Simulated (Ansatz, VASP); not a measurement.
One calculation of Na, two programs

```
Na
1.0
     0.00000   -3.38795    0.00000
     0.00000    0.00000   -3.38795
    10.66385    0.00000    0.00000
Na
3
Cartesian
  8.4700 0.0000 0.0000
  1.6941 0.0000 0.0000
  5.0821 0.0000 0.0000
```

Alike in both runs: task single point; functional PBEsol; k mesh 17 × 17 × 6; occupations gaussian, width 0.15 eV; no spin polarisation.

|  | VASP | Ansatz |
| --- | --- | --- |
| version | VASP 6.6.1 | Ansatz 0.2.0 |
| potentials or method | VASP PAW PBE potentials, release 64 (Na_pv), cutoff 520 eV | scalar-relativistic, plane waves, PAW |
| valence electrons in the cell | 21 | 27 |

|  | VASP | Ansatz | Ansatz less VASP |
| --- | --- | --- | --- |
| gap on the k mesh at the Fermi level (eV) | none | none | - |
| pressure (GPa) | -0.2 | -0.2 | -0.02 |
| traceless stress, the component that is largest in VASP (GPa) | -0.49 | -0.49 | -0.001 |
| rms of the force components (eV/Å) | 0.053 | 0.053 | +0.0003 |

VASP's potentials were made for PBE, not for PBEsol. Atom by atom the forces differ by 0.000 eV/Å (rms over components). A gap of «none» marks a metal or a gap that the smearing closes. VASP's potentials hold 21 valence electrons a cell and Ansatz's 27, so a difference there can come from the potentials and not from the codes.
